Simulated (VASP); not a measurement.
# SnO (P6_3mc) in VASP: a series of runs, part 2 of 2

VASP 6.6.1. Earlier steps stand in the parts before.

## (4) Relaxation of cell and atoms, PBE

File INCAR:

```
  ALGO = Normal
  EDIFF = 1E-7
  EDIFFG = -0.05
  ENCUT = 600
  GGA = PE
  IBRION = 2
  ISIF = 3
  ISMEAR = 0
  LASPH = True
  LCHARG = False
  LREAL = False
  LWAVE = False
  NELM = 80
  NSW = 80
  PREC = Accurate
  SIGMA = 0.1
```

File KPOINTS:

```
k-points
0
Gamma
  6 6 4
```

File POSCAR:

```
SnO
1.0
    3.3027895072      0.0000000000      0.0000000000
   -1.6513947536      2.8602996166      0.0000000000
    0.0000000000      0.0000000000      5.5145811002
Sn O
2 2
Direct
    0.0000000000      0.0000000000      0.0071360785
    0.3333333333      0.6666666667      0.5071361004
    0.0000000000      0.0000000000      0.3678643005
    0.3333333333      0.6666666667      0.8678645207
```

Potentials or basis: VASP PAW PBE potentials, release 64 (Sn_d, O).

Command:

```bash
cat potpaw_PBE.64/Sn_d/POTCAR potpaw_PBE.64/O/POTCAR > POTCAR
mpirun -np 1 vasp_std > vasp.out
```

OUTCAR:

```text
EDIFF = 1E-7
   EDIFFG = -0.05
   ENCUT = 600
   GGA = PE
   IBRION = 2
   ISIF = 3
   ISMEAR = 0
   LASPH = True
   LREAL = False
   NELM = 80
   NSW = 80
   PREC = Accurate

 ion  position               nearest neighbor table
   1  0.000  0.000  0.007-   3 1.99   4 2.06   4 2.06   4 2.06   2 3.35   2 3.35   2 3.35   2 3.35
                             2 3.35   2 3.35
   2  0.333  0.667  0.507-   4 1.99   3 2.06   3 2.06   3 2.06   1 3.35   1 3.35   1 3.35   1 3.35
                             1 3.35   1 3.35
   3  0.000  0.000  0.368-   1 1.99   2 2.06   2 2.06   2 2.06
   4  0.333  0.667  0.868-   2 1.99   1 2.06   1 2.06   1 2.06

  LATTYP: Found a hexagonal cell.
 ALAT       =     3.3027895072
 C/A-ratio  =     1.6696737979

  Lattice vectors:

 A1 = (   3.3027895072,   0.0000000000,   0.0000000000)
 A2 = (  -1.6513947536,   2.8602996166,   0.0000000000)
 A3 = (   0.0000000000,   0.0000000000,   5.5145811002)

Analysis of symmetry for initial positions (statically):
=====================================================================
 Subroutine PRICEL returns:
 Original cell was already a primitive cell.

 Routine SETGRP: Setting up the symmetry group for a
 hexagonal supercell.

 Subroutine GETGRP returns: Found 12 space group operations
 (whereof  6 operations were pure point group operations)
 out of a pool of 24 trial point group operations.

The static configuration has the point symmetry C_3v.
 The point group associated with its full space group is C_6v.

Analysis of symmetry for dynamics (positions and initial velocities):
=====================================================================
 Subroutine PRICEL returns:
 Original cell was already a primitive cell.

 Routine SETGRP: Setting up the symmetry group for a
 hexagonal supercell.

 Subroutine GETGRP returns: Found 12 space group operations
 (whereof  6 operations were pure point group operations)
 out of a pool of 24 trial point group operations.

The dynamic configuration has the point symmetry C_3v.
 The point group associated with its full space group is C_6v.

 Subroutine INISYM returns: Found 12 space group operations
 (whereof  6 operations are pure point group operations),
 and found     1 'primitive' translations

----------------------------------------------------------------------------------------

                                     Primitive cell

  volume of cell :      52.0961

  direct lattice vectors                    reciprocal lattice vectors
     3.302789507  0.000000000  0.000000000     0.302774366  0.174806862  0.000000000
    -1.651394754  2.860299617  0.000000000     0.000000000  0.349613724  0.000000000
     0.000000000  0.000000000  5.514581100     0.000000000  0.000000000  0.181337436

  length of vectors
     3.302789507  3.302789507  5.514581100     0.349613724  0.349613724  0.181337436

  position of ions in fractional coordinates (direct lattice)
     0.000000000  0.000000000  0.007136078
     0.333333333  0.666666667  0.507136100
     0.000000000  0.000000000  0.367864301
     0.333333333  0.666666667  0.867864521

  ion indices of the primitive-cell ions
   primitive index   ion index
                 1           1
                 2           2
                 3           3
                 4           4

----------------------------------------------------------------------------------------

 KPOINTS: k-points

Automatic generation of k-mesh.
 Grid dimensions read from file:
 generate k-points for:    6    6    4

 Generating k-lattice:

  Cartesian coordinates                     Fractional coordinates (reciprocal lattice)
     0.050462394  0.029134477  0.000000000     0.166666667 -0.000000000  0.000000000
     0.000000000  0.058268954  0.000000000     0.000000000  0.166666667  0.000000000
     0.000000000  0.000000000  0.045334359     0.000000000  0.000000000  0.250000000

  Length of vectors
     0.058268954  0.058268954  0.045334359

  Shift w.r.t. Gamma in fractional coordinates (k-lattice)
     0.000000000  0.000000000  0.000000000

 Subroutine IBZKPT returns following result:
 ===========================================

 Found     21 irreducible k-points:

 Following reciprocal coordinates:
            Coordinates               Weight
  0.000000  0.000000  0.000000      1.000000
  0.166667 -0.000000  0.000000      6.000000
  0.333333  0.000000  0.000000      6.000000
  0.500000 -0.000000  0.000000      3.000000
  0.166667  0.166667  0.000000      6.000000
  0.333333  0.166667  0.000000     12.000000
[... 13 lines left out ...]
  0.333333  0.166667  0.500000     12.000000
  0.333333  0.333333  0.500000      2.000000
   k-points           NKPTS =     21   k-points in BZ     NKDIM =     21   number of bands    NBANDS=     24
   number of dos      NEDOS =    301   number of ions     NIONS =      4
   total plane-waves  NPLWV =  37632
   dimension x,y,z NGX =    28 NGY =   28 NGZ =   48
   dimension x,y,z NGXF=    56 NGYF=   56 NGZF=   96
   ions per type =               2   2
   NGX,Y,Z   is equivalent  to a cutoff of  14.09, 14.09, 14.47 a.u.
   NGXF,Y,Z  is equivalent  to a cutoff of  28.19, 28.19, 28.94 a.u.
 SYSTEM =  unknown system
   PREC   = accura    normal or accurate (medium, high low for compatibility)
   ISTART =      0    job   : 0-new  1-cont  2-samecut
   ICHARG =      2    charge: 1-file 2-atom 10-const
   ISPIN  =      1    spin polarized calculation?
   LNONCOLLINEAR =      F non collinear calculations
   LSORBIT =      F    spin-orbit coupling
   LASPH  =      T    aspherical Exc in radial PAW
   ENCUT  =  600.0 eV  44.10 Ry    6.64 a.u.   6.60  6.60 11.01*2*pi/ulx,y,z
   NELM   =     80;   NELMIN=  2; NELMDL= -5     # of ELM steps
   EDIFF  = 0.1E-06   stopping-criterion for ELM
   LREAL  =      F    real-space projection
   EDIFFG = -.5E-01   stopping-criterion for IOM
   NSW    =     80    number of steps for IOM
   IBRION =      2    ionic relax: 0-MD 1-quasi-New 2-CG
   NFREE  =      1    steps in history (QN), initial steepest desc. (CG)
   ISIF   =      3    stress and relaxation
   ISYM   =      2    0-nonsym 1-usesym 2-fastsym
   POTIM  = 0.5000    time-step for ionic-motion
   TEBEG  =    0.0;   TEEND  =   0.0 temperature during run
   PSTRESS=    0.0 pullay stress
   NELECT =      40.0000    total number of electrons
   NUPDOWN=      -1.0000    fix difference up-down
   EMIN   =  10.00;   EMAX   =-10.00  energy-range for DOS
   EFERMI =   0.00;   METHOD = LEGACY
   ISMEAR =     0;   SIGMA  =   0.10  broadening in eV -4-tet -1-fermi 0-gaus
   EFERMI_NEDOS =   21; number of points for ismear=-14 and -15
   IALGO  =     38    algorithm
   IMIX   =      4    mixing-type and parameters
     AMIX     =   0.40;   BMIX     =  1.00
     AMIX_MAG =   1.60;   BMIX_MAG =  1.00
  volume/ion in A,a.u.               =      13.02        87.89
  Fermi-wavevector in a.u.,A,eV,Ry     =   1.499086  2.832862 30.575807  2.247258
  Thomas-Fermi vector in A             =   2.610761
   LORBIT       =      0    0 simple, 1 ext, 2 COOP (PROOUT), +10 PAW based schemes
   GGA     = PE    functional components
   LHFCALC =     F    Hartree Fock is set to
   AEXX    =    0.0000 exact exchange contribution
   IVDW    =     0    specifies the selected vdW correction
   LEPSILON=     F    determine dielectric tensor
   LRPA    =     F    only Hartree local field effects (RPA)
 conjugate gradient relaxation of ions
 non-spin polarized calculation
 Gauss-broadening in eV      SIGMA  =   0.10
  energy-cutoff  :      600.00
  volume of cell :       52.10
 maximum number of plane-waves:      1768
 NGX is ok and might be reduce to    28
   NGX = 13   NGY = 13   NGZ = 23

--------------------------------------- Ionic step        1  -------------------------------------------

 number of electron      40.0000005 magnetization

 Free energy of the ion-electron system (eV)
  ---------------------------------------------------
  ext. energy  EPLUGINS =         0.00000000
  ---------------------------------------------------
  free energy    TOTEN  =       -16.38697887 eV

  energy without entropy =      -16.38106324  energy(sigma->0) =      -16.38402106

 E-fermi :  12.5800     XC(G=0): -11.9584

 val. band max:       12.5171991549   @ k =   0.3333   0.3333   0.2500
 cond. band min:      12.6277849890   @ k =   0.3333   0.3333   0.0000
 fundamental gap:      0.1105858341
 Fermi energy:        12.5800338125
[... 1246 lines left out ...]
  FREE ENERGIE OF THE ION-ELECTRON SYSTEM (eV)
  ---------------------------------------------------
  free  energy   TOTEN  =       -21.0075813422 eV

  energy  without entropy=      -21.0075813412  energy(sigma->0) =      -21.00758134

[... ionic steps 4 to 19 ...]

--------------------------------------- Ionic step       20  -------------------------------------------

 number of electron      40.0000028 magnetization

------------------------ aborting loop because EDIFF is reached ----------------------------------------
[... 71 lines left out ...]
--------------------------------------- Ionic step       22  -------------------------------------------

 number of electron      40.0000027 magnetization

 Free energy of the ion-electron system (eV)
  ---------------------------------------------------
  ext. energy  EPLUGINS =         0.00000000
  ---------------------------------------------------
  free energy    TOTEN  =       -21.11743655 eV

  energy without entropy =      -21.11743633  energy(sigma->0) =      -21.11743644

 E-fermi :   6.3493     XC(G=0):  -9.8431

 val. band max:        6.0250845175   @ k =   0.5000  -0.0000   0.0000
 cond. band min:       6.6548871490   @ k =   0.5000  -0.0000   0.0000
 fundamental gap:      0.6298026314
 Fermi energy:         6.3493265767
[... 596 lines left out ...]
  FREE ENERGIE OF THE ION-ELECTRON SYSTEM (eV)
  ---------------------------------------------------
  free  energy   TOTEN  =       -21.1174365482 eV

  energy  without entropy=      -21.1174363335  energy(sigma->0) =      -21.11743644

 reached required accuracy - stopping structural energy minimisation
```

It took 4.1 min on 1 thread of Intel Xeon 6975P-C (Granite Rapids), shared host; peak memory 0.21 GiB.

What came out:

```yaml
Free_energy: -21.1174 eV
Relaxed_volume: 19.07 Å³/atom
Relaxed_cell: a = 3.457 Å, b = 3.457 Å, c = 7.369 Å, α = 90.00°, β = 90.00°, γ = 120.00°
Space_group_after_relaxing_to_0.1_Å: P6_3mc (No. 186)
Energy_gained_by_relaxing: 1182.6 meV/atom
Ionic_steps: 22
Pressure_after_relaxing: 0.1 GPa
Band_gap_on_the_k_mesh: 0.63 eV
```

The path:
```csv
step,energy change (eV),largest force (eV/Å),pressure (GPa),volume (Å³)
1,0.0000,0.0082,69.09,52.10
2,-3.2580,0.5188,-14.38,106.64
3,-4.6206,0.0561,0.30,80.72
4,-4.6210,0.0691,-0.32,81.37
5,-4.6255,0.0452,-0.23,81.20
6,-4.6382,0.0292,0.09,80.68
7,-4.6554,0.2110,1.08,79.55
8,-4.5855,0.8381,4.62,76.99
9,-4.6549,0.2685,1.40,79.30
10,-4.6566,0.2734,1.37,79.32
11,-4.6615,0.2873,1.25,79.38
12,-4.6696,0.3157,1.03,79.50
13,-4.6766,0.3800,0.66,79.68
14,-4.6827,0.3341,0.27,79.88
15,-4.6937,0.1961,-0.90,80.47
16,-4.6836,0.0782,-3.11,81.65
17,-4.6953,0.1226,-1.49,80.78
18,-4.7025,0.1052,-1.36,80.29
19,-4.7192,0.0504,-0.94,78.84
20,-4.7293,0.0709,-0.16,75.99
21,-4.7298,0.0469,-0.31,76.53
22,-4.7305,0.0016,0.08,76.27
```

Final structure:
```
Sn O
1.0
     3.45715    0.00000    0.00000
    -1.72858    2.99398    0.00000
     0.00000    0.00000    7.36856
Sn O
2 2
Cartesian
  0.0000 0.0000 0.0709
  0.0000 1.9960 3.7552
  0.0000 0.0000 2.6923
  0.0000 1.9960 6.3766
```

Caveat: the volume moved by over 15 % at a fixed basis, so the end points are rough; spin-orbit coupling is left out, which moves the levels of the heavy elements.

## (5) Single point, PBE

This run uses another cell than the first one, of 22.41 Å³/atom.

File INCAR:

```
PREC     = Accurate       # precision mode
ENCUT    = 520            # plane-wave cutoff, eV
EDIFF    = 1E-6           # SCF threshold, eV
ISMEAR   = 0              # smearing method
SIGMA    = 0.02           # smearing width, eV
LREAL    = F              # projectors in reciprocal space
LASPH    = T              # aspherical terms in the spheres
NELM     = 60             # most SCF steps
ALGO     = Normal         # electronic algorithm
ISIF     = 2              # what is computed and relaxed
LWAVE    = F              # write WAVECAR
LCHARG   = F              # write CHGCAR
GGA      = PE             # functional
NBANDS   = 28             # bands
```

File KPOINTS:

```
regular mesh
0
Gamma
  12 12 4
```

File POSCAR:

```
SnO
1.0
    3.3606499891      0.0000000000      0.0000000000
   -1.6803249946      2.9104082638      0.0000000000
    0.0000000000      0.0000000000      9.1661771037
Sn O
2 2
Direct
    0.0000000000      0.0000000000     -0.0057391375
    0.3333333333      0.6666666667      0.4942608625
    0.0000000000      0.0000000000      0.3807396376
    0.3333333333      0.6666666667      0.8807396376
```

Command:

```bash
cat potpaw_PBE.64/Sn_d/POTCAR potpaw_PBE.64/O/POTCAR > POTCAR
mpirun -np 1 vasp_std > vasp.out
```

Run time: 70 s. Hardware: 1 thread of Intel Xeon 6975P-C (Granite Rapids), shared host; peak memory 0.28 GiB.

It converged, with:

* Free energy: -21.4684 eV
* Pressure: 0.2 GPa
* Largest force: 0.060 eV/Å
* Band gap on the k mesh: 1.43 eV (least direct gap 1.68 eV)

Forces in eV/Å, atoms in the order of the input:
```
Sn   0.000  0.000  0.060
Sn   0.000  0.000  0.060
O    0.000  0.000 -0.060
O    0.000  0.000 -0.060
```

Stress tensor (GPa, compression positive):
```
0.23 0.00 0.00
0.00 0.23 0.00
0.00 0.00 0.13
```

Levels at points of the mesh, in eV from the valence-band top:
```
           k point  band 18  band 19  band 20  band 21  band 22  band 23
(0.00, 0.00, 0.00)    -2.43    -1.95    -0.86     1.43     2.71     7.69
(0.50, 0.00, 0.00)    -3.17    -0.76    -0.17     1.51     1.63     5.30
(0.00, 0.00, 0.50)    -2.43    -1.45    -1.45     2.09     2.09     8.30
(0.50, 0.00, 0.50)    -3.20    -0.53    -0.53     1.65     1.65     5.60
```

Caveat: spin-orbit coupling is left out, which moves the levels of the heavy elements.

## (6) Relaxation of cell and atoms, PBE

This run uses another cell than the first one, of 21.95 Å³/atom.

File INCAR:

```
SYSTEM = SnO
PREC     = Accurate       ! precision mode
ENCUT    = 600            ! plane-wave cutoff, eV
EDIFF    = 1E-7           ! SCF threshold, eV
ISMEAR   = 0              ! smearing method
SIGMA    = 0.02           ! smearing width, eV
LREAL    = .False.        ! projectors in reciprocal space
LASPH    = .True.         ! aspherical terms in the spheres
NELM     = 60             ! most SCF steps
ALGO     = Normal         ! electronic algorithm
ISIF     = 3              ! what is computed and relaxed
LWAVE    = .False.        ! write WAVECAR
LCHARG   = .False.        ! write CHGCAR
GGA      = PE             ! functional
IBRION   = 2              ! ionic algorithm
NSW      = 80             ! ionic steps
EDIFFG   = -0.01          ! ionic threshold
```

File KPOINTS:

```
Automatic mesh
0
Gamma
  12 12 4
  0 0 0
```

File POSCAR:

```
SnO
1.0
    3.3651750474      0.0000000000      0.0000000000
   -1.6825875237      2.9143270792      0.0000000000
    0.0000000000      0.0000000000      8.9534353175
Sn O
2 2
Direct
    0.0000000000      0.0000000000     -0.0043865565
    0.3333333333      0.6666666667      0.4956134435
    0.0000000000      0.0000000000      0.3793870566
    0.3333333333      0.6666666667      0.8793870566
```

Potentials or basis: VASP PAW PBE potentials, release 64 (Sn_d, O).

Command:

```bash
cat potpaw_PBE.64/Sn_d/POTCAR potpaw_PBE.64/O/POTCAR > POTCAR
mpirun -np 1 vasp_std > vasp.out
```

Run time: 3.7 min. Hardware: 1 thread of Intel Xeon 6975P-C (Granite Rapids), shared host; peak memory 0.3 GiB.

The run converged. Its results:

- Free energy: -21.4717 eV
- Relaxed volume: 21.97 Å³/atom
- Relaxed cell: a = 3.362 Å, b = 3.362 Å, c = 8.979 Å, α = 90.00°, β = 90.00°, γ = 120.00°
- Space group after relaxing (to 0.1 Å): P6_3mc (No. 186)
- Energy gained by relaxing: 0.1 meV/atom
- Ionic steps: 5
- Pressure after relaxing: 0.0 GPa
- Largest force after relaxing: 0.003 eV/Å
- Band gap on the k mesh: 1.42 eV (least direct gap 1.61 eV)

Forces in eV/Å, atoms in the order of the input:
```
Sn   0.000  0.000 -0.003
Sn   0.000  0.000 -0.003
O    0.000  0.000  0.003
O    0.000  0.000  0.003
```

Step by step:
| step | energy change (eV) | largest force (eV/Å) | pressure (GPa) | volume (Å³) |
| --- | --- | --- | --- | --- |
| 1 | 0.0000 | 0.0650 | 0.22 | 87.81 |
| 2 | -0.0003 | 0.0288 | -0.23 | 88.20 |
| 3 | -0.0005 | 0.0059 | -0.06 | 88.05 |
| 4 | -0.0005 | 0.0023 | -0.03 | 87.99 |
| 5 | -0.0006 | 0.0032 | 0.01 | 87.89 |

Final structure:
```
Sn O
1.0
     3.36198    0.00000    0.00000
    -1.68099    2.91156    0.00000
     0.00000    0.00000    8.97862
Sn O
2 2
Direct
  0.00000 0.00000 0.99598
  0.33333 0.66667 0.49598
  0.00000 0.00000 0.37902
  0.33333 0.66667 0.87902
```

Levels at points of the mesh, in eV from the valence-band top:
```
           k point  band 18  band 19  band 20  band 21  band 22  band 23
(0.00, 0.00, 0.00)    -2.42    -2.04    -0.82     1.42     2.79     7.87
(0.50, 0.00, 0.00)    -3.16    -0.83    -0.16     1.45     1.60     5.27
(0.00, 0.00, 0.50)    -2.43    -1.48    -1.48     2.13     2.13     8.27
(0.50, 0.00, 0.50)    -3.19    -0.58    -0.58     1.63     1.63     5.59
```

Caveat: spin-orbit coupling is left out, which moves the levels of the heavy elements. A k mesh can miss the band edges.

## (7) Summary

| task | cell | k mesh | cutoff (eV) | smearing | gap on the mesh (eV) | pressure (GPa) | relaxed volume (Å³/atom) | largest force (eV/Å) |
| --- | --- | --- | --- | --- | --- | --- | --- | --- |
| single point | a = 3.303, b = 3.303, c = 5.515 Å, angles 90.0, 90.0, 120.0°, 4 atoms, atomic positions A | 6 × 6 × 4 | 520 | gaussian 0.1 eV | none | 69.1 | - | 0.01 |
| single point | a = 3.365, b = 3.365, c = 8.953 Å, angles 90.0, 90.0, 120.0°, 4 atoms, atomic positions B | 6 × 6 × 4 | 520 | gaussian 0.1 eV | 1.45 | 0.3 | - | 0.07 |
| relaxation of cell and atoms | relaxed from a = 3.303, b = 3.303, c = 5.515 Å, angles 90.0, 90.0, 120.0°, 4 atoms, atomic positions A | 6 × 6 × 4 | 600 | gaussian 0.1 eV | 0.63 | 0.1 | 19.07 | - |
| single point | a = 3.361, b = 3.361, c = 9.166 Å, angles 90.0, 90.0, 120.0°, 4 atoms, atomic positions C | 12 × 12 × 4 | 520 | gaussian 0.02 eV | 1.43 | 0.2 | - | 0.06 |
| relaxation of cell and atoms | relaxed from a = 3.365, b = 3.365, c = 8.953 Å, angles 90.0, 90.0, 120.0°, 4 atoms, atomic positions B | 12 × 12 × 4 | 600 | gaussian 0.02 eV | 1.42 | 0.0 | 21.97 | - |

Alike in all rows: level PBE; potentials or basis VASP PAW PBE potentials, release 64 (Sn_d, O); no spin polarisation.

Caveats: some runs use coarse meshes; spin-orbit coupling is left out, which moves the levels of the heavy elements; semilocal functionals underestimate gaps, so a narrow gap can read as zero (at least some runs); the volume moved by over 15 % at a fixed basis, so the end points are rough (at least some runs).

Absolute energies hang on the potentials; compare differences alone.
